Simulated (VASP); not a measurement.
A run of VASP 6.6.1:

INCAR

```
SYSTEM = C
PREC = Accurate ; ENCUT = 520
EDIFF = 1E-6 ; ISMEAR = 0
SIGMA = 0.02 ; LREAL = .FALSE.
LASPH = .TRUE. ; NELM = 80
ALGO = Normal ; ISIF = 2
LWAVE = .FALSE. ; LCHARG = .FALSE.
GGA = CA ; IBRION = 2
NSW = 60 ; EDIFFG = -0.002
```

The input KPOINTS:

```
regular mesh
0
G
  9 9 6
  0 0 0
```

The input POSCAR:

```
C
1.0
    2.4892434776      0.0000000000      0.0000000000
   -1.2446217388      2.1557480878      0.0000000000
    0.0000000000      0.0000000000      4.0945232323
C
4
Direct
    0.3333333333      0.6666666667     -0.0001691602
    0.6666666667      0.3333333333      0.4998308398
    0.3333333333      0.6666666667      0.3741691602
    0.6666666667      0.3333333333      0.8741691602
```

Potentials or basis: VASP PAW LDA potentials, release 64 (C).

Launch:

```console
$ cat potpaw_LDA.64/C/POTCAR > POTCAR
$ mpirun -np 1 vasp_std > vasp.out
```

Hardware: 1 thread of AMD EPYC 9R14 (Zen 4), on a shared host.

Question: How long does it take, and how much memory?

Answer: Wall time 16 s on 1 thread of AMD EPYC 9R14 (Zen 4), with other jobs on the host, peak memory 0.08 GiB. Counts: scf iterations 19, k points 48, ion steps 3.
